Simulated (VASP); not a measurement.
# MgO (P-6m2) in VASP: a series of runs, part 2 of 2

VASP 6.6.1. Earlier steps stand in the parts before.

**3. Relaxation of cell and atoms, PBE, collinear spin, ferromagnetic start**

This run uses another cell than the first one, of 12.29 Å³/atom.

File INCAR:

```
PREC     = Accurate       # precision mode
ENCUT    = 600            # plane-wave cutoff, eV
EDIFF    = 1E-6           # SCF threshold, eV
ISMEAR   = 0              # smearing method
SIGMA    = 0.1            # smearing width, eV
LREAL    = False          # projectors in reciprocal space
LASPH    = True           # aspherical terms in the spheres
NELM     = 150            # most SCF steps
ALGO     = Normal         # electronic algorithm
ISIF     = 3              # what is computed and relaxed
LWAVE    = False          # write WAVECAR
LCHARG   = False          # write CHGCAR
ISPIN    = 2              # spin polarisation
MAGMOM   = 0 0 0 1 1 1    # initial moments
LORBIT   = 11             # projections on sites
GGA      = PE             # functional
IBRION   = 2              # ionic algorithm
NSW      = 90             # ionic steps
EDIFFG   = -0.04          # ionic threshold
```

File KPOINTS:

```
regular mesh
0
Gamma
  6 6 2
```

File POSCAR:

```
MgO
1.0
    3.2074537200      0.0000000000      0.0000000000
   -1.6037268600      2.7777364000      0.0000000000
    0.0000000000      0.0000000000      8.2741089900
Mg O
3 3
Direct
    0.6666666700      0.3333333300      0.0000000000
    0.3333333300      0.6666666700      0.2479486900
    0.3333333300      0.6666666700      0.7520513100
    0.0000000000      0.0000000000      0.8679787300
    0.0000000000      0.0000000000      0.1320212700
    0.3333333300      0.6666666700      0.5000000000
```

Potentials or basis: VASP PAW PBE potentials, release 64 (Mg, O).

Launch:

```bash
$ cat potpaw_PBE.64/Mg/POTCAR potpaw_PBE.64/O/POTCAR > POTCAR
$ mpirun -np 1 vasp_std > vasp.out
```

OUTCAR:

```text
PREC = Accurate
   ENCUT = 600
   EDIFF = 1E-6
   ISMEAR = 0
   LREAL = False
   LASPH = True
   NELM = 150
   ISIF = 3
   ISPIN = 2
   LORBIT = 11
   GGA = PE
   IBRION = 2
   NSW = 90
   EDIFFG = -0.04

 ion  position               nearest neighbor table
   1  0.667  0.333  0.000-   4 2.15   5 2.15   4 2.15   5 2.15   4 2.15   5 2.15   2 2.76   3 2.76
                             2 2.76   3 2.76   2 2.76   3 2.76
   2  0.333  0.667  0.248-   5 2.09   6 2.09   5 2.09   5 2.09   1 2.76   1 2.76   1 2.76
   3  0.333  0.667  0.752-   4 2.09   6 2.09   4 2.09   4 2.09   1 2.76   1 2.76   1 2.76
   4  0.000  0.000  0.868-   3 2.09   3 2.09   3 2.09   1 2.15   1 2.15   1 2.15
   5  0.000  0.000  0.132-   2 2.09   2 2.09   2 2.09   1 2.15   1 2.15   1 2.15
   6  0.333  0.667  0.500-   2 2.09   3 2.09

  LATTYP: Found a hexagonal cell.
 ALAT       =     3.2074537200
 C/A-ratio  =     2.5796503121

  Lattice vectors:

 A1 = (   3.2074537200,   0.0000000000,   0.0000000000)
 A2 = (  -1.6037268600,   2.7777364000,   0.0000000000)
 A3 = (   0.0000000000,   0.0000000000,   8.2741089900)

Analysis of symmetry for initial positions (statically):
=====================================================================
 Subroutine PRICEL returns:
 Original cell was already a primitive cell.

 Routine SETGRP: Setting up the symmetry group for a
 hexagonal supercell.

 Subroutine GETGRP returns: Found 12 space group operations
 (whereof 12 operations were pure point group operations)
 out of a pool of 24 trial point group operations.

The static configuration has the point symmetry D_3h.

Analysis of symmetry for dynamics (positions and initial velocities):
=====================================================================
 Subroutine PRICEL returns:
 Original cell was already a primitive cell.

 Routine SETGRP: Setting up the symmetry group for a
 hexagonal supercell.

 Subroutine GETGRP returns: Found 12 space group operations
 (whereof 12 operations were pure point group operations)
 out of a pool of 24 trial point group operations.

The dynamic configuration has the point symmetry D_3h.
[... 169 lines left out ...]
  -------------------------------------------------------------------------------------
  Total        0.8490535      0.8490535      3.7821447      0.0000000      0.0000000      0.0000000
  in kB       18.4532535     18.4532535     82.2008024      0.0000000      0.0000000      0.0000000
  external PRESSURE =      39.7024365 kB  Pullay stress =       0.0000000 kB
[... 101 lines left out ...]
  FREE ENERGIE OF THE ION-ELECTRON SYSTEM (eV)
  ---------------------------------------------------
  free  energy   TOTEN  =       -31.4737551156 eV

  energy  without entropy=      -31.4640536165  energy(sigma->0) =      -31.46890437

 E-fermi :   4.1410     XC(G=0):  -9.6842

 val. band max:        4.1142638986   @ k =   0.0000   0.0000   0.5000
 cond. band min:       4.1475955951   @ k =   0.0000   0.0000   0.0000
 fundamental gap:      0.0333316965
 Fermi energy:         4.1410355102

 spin component 1

 k-point     1 :       0.0000    0.0000    0.0000
  band No.  band energies     occupation
      1     -16.3961      1.00000
      2     -15.9353      1.00000
      3     -12.0807      1.00000
      4      -3.3498      1.00000
      5      -1.4575      1.00000
      6      -0.6291      1.00000
[... 568 lines left out ...]
      5      -2.9446      1.00000
      6      -2.3384      1.00000
[... 10 lines left out ...]
     17      10.4950      0.00000
     18      11.6749      0.00000

[... ionic steps 4 to 9 ...]

--------------------------------------- Ionic step       10  -------------------------------------------

 number of electron      23.9999998 magnetization      -0.0004446

------------------------ aborting loop because EDIFF is reached ----------------------------------------
[... 75 lines left out ...]
--------------------------------------- Ionic step       12  -------------------------------------------

 number of electron      23.9999999 magnetization      -0.0003118

 Free energy of the ion-electron system (eV)
  ---------------------------------------------------
  ext. energy  EPLUGINS =         0.00000000
  ---------------------------------------------------
  free energy    TOTEN  =       -31.68569661 eV

  energy without entropy =      -31.68113624  energy(sigma->0) =      -31.68341643

 E-fermi :   4.5970     XC(G=0):  -9.8558

 val. band max:        4.5847086261   @ k =   0.0000   0.0000   0.5000
 cond. band min:       4.7931829485   @ k =   0.1667  -0.0000   0.0000
 fundamental gap:      0.2084743225
 Fermi energy:         4.5969719128

 spin component 1

 k-point     1 :       0.0000    0.0000    0.0000
  band No.  band energies     occupation
      1     -16.4039      1.00000
      2     -15.8716      1.00000
      3     -11.8249      1.00000
      4      -3.3819      1.00000
      5      -1.4247      1.00000
      6      -0.4034      1.00000
[... 613 lines left out ...]
  FREE ENERGIE OF THE ION-ELECTRON SYSTEM (eV)
  ---------------------------------------------------
  free  energy   TOTEN  =       -31.6856966102 eV

  energy  without entropy=      -31.6811362403  energy(sigma->0) =      -31.68341643

 reached required accuracy - stopping structural energy minimisation

 total charge

# of ion       s       p       d       tot
------------------------------------------
    1        0.140   0.136   0.052   0.328
    2        0.177   0.186   0.076   0.438
    3        0.177   0.186   0.076   0.438
    4        1.548   3.483   0.000   5.031
    5        1.548   3.483   0.000   5.031
    6        1.565   3.461   0.000   5.025
--------------------------------------------------
tot          5.155  10.935   0.203  16.293

 magnetization (x)

# of ion       s       p       d       tot
------------------------------------------
    1        0.000   0.000   0.000   0.000
    2        0.000   0.000  -0.000   0.000
    3        0.000   0.000  -0.000   0.000
    4        0.000   0.000   0.000   0.000
    5        0.000   0.000   0.000   0.000
    6       -0.000  -0.000   0.000  -0.000
--------------------------------------------------
tot          0.000  -0.000  -0.000  -0.000
```

OSZICAR:

```text
N       E                     dE             d eps       ncg     rms          rms(c)
DAV:   1     0.128809840243E+03    0.12881E+03   -0.12362E+04  1008   0.129E+03
DAV:   2    -0.257150914373E+02   -0.15452E+03   -0.15026E+03  1340   0.249E+02
[... 133 lines left out ...]
DAV:   1    -0.316862343315E+02   -0.91961E-03   -0.88297E-02  1008   0.230E+00    0.188E-01
DAV:   2    -0.316857311412E+02    0.50319E-03   -0.36684E-03  1092   0.454E-01    0.346E-02
DAV:   3    -0.316857059806E+02    0.25161E-04   -0.12080E-04  1234   0.753E-02    0.216E-02
DAV:   4    -0.316856984789E+02    0.75018E-05   -0.25180E-05  1156   0.341E-02    0.945E-03
DAV:   5    -0.316856964415E+02    0.20373E-05   -0.72343E-06  1322   0.157E-02    0.232E-03
DAV:   6    -0.316856966102E+02   -0.16867E-06   -0.57604E-07   516   0.590E-03
  12 F= -.31685697E+02 E0= -.31683416E+02  d E =-.115613E-02  mag=    -0.0003
```

Wall time 18 min (1 thread of Intel Xeon 8259CL, shared host); peak memory 0.3 GiB.

What came out:

| Property | Result |
| --- | --- |
| Free energy | -31.6857 eV |
| Relaxed volume | 11.93 Å³/atom |
| Relaxed cell | a = 3.106 Å, b = 3.106 Å, c = 8.566 Å, α = 90.00°, β = 90.00°, γ = 120.00° |
| Space group after relaxing (to 0.1 Å) | P-6m2 (No. 187) |
| Energy gained by relaxing | 412.3 meV/atom |
| Ionic steps | 12 |
| Pressure after relaxing | 0.1 GPa |
| Largest force after relaxing | 0.008 eV/Å |
| Band gap on the k mesh | zero (filled and empty bands touch) |
| Net moment | 0.00 μB per cell |
| Valence electrons inside the program's atomic spheres | Mg 0.33, 0.44 (each value once); O 5.03 |

Forces in eV/Å, atoms in the order of the input:
```
Mg   0.000  0.000  0.000
Mg   0.000  0.000 -0.005
Mg   0.000  0.000  0.005
O    0.000  0.000  0.008
O    0.000  0.000 -0.008
O    0.000  0.000  0.000
```

The path:
```tsv
step	energy change (eV)	largest force (eV/Å)	pressure (GPa)	volume (Å³)
1	0.0000	4.5327	3.97	73.72
2	-1.9675	2.2708	-5.68	77.00
3	-2.2618	0.3278	-7.38	79.10
4	-2.2647	0.5490	-7.36	78.89
5	-2.3622	1.4187	2.61	71.88
6	-2.4047	0.5107	-1.51	74.18
7	-2.4616	0.3783	0.28	71.38
8	-2.4627	0.3795	0.04	71.71
9	-2.4725	0.0919	0.52	71.35
10	-2.4726	0.1220	0.59	71.30
11	-2.4733	0.0599	-0.27	71.70
12	-2.4737	0.0082	0.05	71.55
```

Final structure:
```
Mg O
1.0
     3.10573    0.00000    0.00000
    -1.55286    2.68964    0.00000
     0.00000    0.00000    8.56578
Mg O
3 3
Direct
  0.66667 0.33333 0.00000
  0.33333 0.66667 0.29219
  0.33333 0.66667 0.70781
  0.00000 0.00000 0.84522
  0.00000 0.00000 0.15478
  0.33333 0.66667 0.50000
```

Caveat: the k points lie up to 0.39 Å⁻¹ apart in the final cell; semilocal functionals underestimate gaps, and a narrow one can read as zero.

The gap in the log of VASP goes by the Fermi energy; the results here count the filled bands.